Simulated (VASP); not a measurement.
WS2:

```
CELL_PARAMETERS angstrom
3.18000 0.00000 0.00000
-1.59000 2.75396 0.00000
0.00000 0.00000 12.50000
ATOMIC_POSITIONS crystal
W 0.33333 0.66667 0.25000
W 0.66667 0.33333 0.75000
S 0.33333 0.66667 0.62000
S 0.66667 0.33333 0.12000
S 0.33333 0.66667 0.88000
S 0.66667 0.33333 0.38000
```

Base run:

| Quantity | Value |
| --- | --- |
| Program | VASP 6.6.1 |
| Functional | LDA |
| Potentials or basis | VASP PAW LDA potentials, release 64 (W_sv, S) |
| Cutoff | 500 eV |
| k mesh | 8 × 8 × 2 |
| Occupations | gaussian, width 0.05 eV |
| Spin | collinear spin |
| Starting moments | [1.25, 1.25, 0.16, 0.16, 0.16, 0.16] μB |
| Fixed moment | 4.4 μB |
| Hubbard terms | W d U = 2.0 eV |

Its results: pressure 2.4 GPa; net moment 4.40 μB per cell; largest force 0.201 eV/Å.

The run is repeated on the same cell with these changes: fixed moment from 4.4 μB to none; moments at the start from [1.25, 1.25, 0.16, 0.16, 0.16, 0.16] to [2.0, 2.0, 0.0, 0.0, 0.0, 0.0]. What comes out?

Pressure -9.7 GPa; net moment 0.00 μB per cell; largest force 1.275 eV/Å.

Caveats: the moment is held away from its start (at least some runs); the stress differs along the axes, from -3 to 5 GPa (at least some runs); the total moment is fixed, so each spin has its own Fermi level and the state may be an excited one (at least some runs); the cell stands under tension (at least some runs); forces of over 1 eV/Å act on the atoms, so gaps and moduli don't describe the material at rest (at least some runs).
